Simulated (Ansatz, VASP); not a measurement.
# One calculation of P, two programs

```
CELL_PARAMETERS angstrom
4.27290 0.00000 0.00000
0.00000 4.27290 0.00000
0.00000 0.00000 4.46556
ATOMIC_POSITIONS crystal
P 0.00000 0.00000 0.00000
```

Change from the starting cell: zz strain of +2 %.

Alike in both runs: task single point; functional PBEsol; k mesh 10 × 10 × 9; occupations fermi-dirac, width 0.08 eV; no spin polarisation.

|  | VASP | Ansatz |
| --- | --- | --- |
| version | VASP 6.6.1 | Ansatz 0.2.0 |
| potentials or method | VASP PAW PBE potentials, release 64 (P), cutoff 500 eV | all-electron LAPW, scalar-relativistic |

|  | VASP | Ansatz | Ansatz less VASP |
| --- | --- | --- | --- |
| pressure (GPa) | -3.6 | -3.6 | +0.01 |
| traceless stress, the component that is largest in VASP (GPa) | 0.53 | 0.53 | 0.000 |

VASP's potentials were made for PBE, not for PBEsol. Ansatz ran all-electron here, and VASP with PAW potentials.
